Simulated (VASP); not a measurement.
Wanted: the native input for a VASP 6.6.1 run.

```yaml
Task: single point
Functional: r2SCAN
Potentials_or_basis: VASP PAW PBE potentials, release 64 (Pt)
Cutoff: 520 eV
k_mesh: 12 × 12 × 6
Occupations: fermi-dirac, width 0.1 eV
Spin: no spin polarisation
Dipole_correction: no
Further_INCAR_settings: ALGO = Normal; EDIFF = 1e-06; NBANDS = 17
```

Pt:

```xyz
2
Lattice="2.6850 0.0000 0.0000 -1.3425 2.3253 0.0000 0.0000 0.0000 4.6608" Properties=species:S:1:pos:R:3 pbc="T T T"
Pt    1.3425    0.7751    3.4956
Pt    0.0000    1.5502    1.1652
```

This isn't the form of Pt at room conditions, which is fcc.

The input as run:

POSCAR

```
Pt
1.0
    2.6849929045      0.0000000000      0.0000000000
   -1.3424964523      2.3252721738      0.0000000000
    0.0000000000      0.0000000000      4.6607759821
Pt
2
Direct
    0.6666666667      0.3333333333      0.7500000000
    0.3333333333      0.6666666667      0.2500000000
```

INCAR.step1

```
  ALGO = Normal
  EDIFF = 1E-4
  ENCUT = 520
  GGA = PE
  ISMEAR = -1
  LASPH = True
  LCHARG = False
  LREAL = False
  LWAVE = True
  NBANDS = 17
  NELM = 100
  PREC = Accurate
  SIGMA = 0.1
```

INCAR.step2

```
  ALGO = Normal
  EDIFF = 1E-6
  ENCUT = 520
  ISIF = 2
  ISMEAR = -1
  ISTART = 1
  LASPH = True
  LCHARG = False
  LMIXTAU = True
  LREAL = False
  LWAVE = False
  METAGGA = R2SCAN
  NBANDS = 17
  NELM = 100
  PREC = Accurate
  SIGMA = 0.1
```

KPOINTS

```
k-points
0
Gamma
  12 12 6
```

Potentials or basis: VASP PAW PBE potentials, release 64 (Pt).

Run with:

```console
$ cat potpaw_PBE.64/Pt/POTCAR > POTCAR
$ cp INCAR.step1 INCAR
$ mpirun -np 1 vasp_std > vasp.out
$ cp INCAR.step2 INCAR
$ mpirun -np 1 vasp_std > vasp.out
```

It gave:

The pressure is 19.3 GPa and the band gap on the k mesh is zero (bands 10 and 11 overlap by 1.60 eV).

Caveat: the cell stands under pressure; the PAW data sets were made with another functional, which shifts forces and pressure a little; spin-orbit coupling is left out, which moves the levels of the heavy elements.

Wall time 85 s on 1 thread of Intel Xeon 8259CL (shared host), peak memory 0.17 GiB.
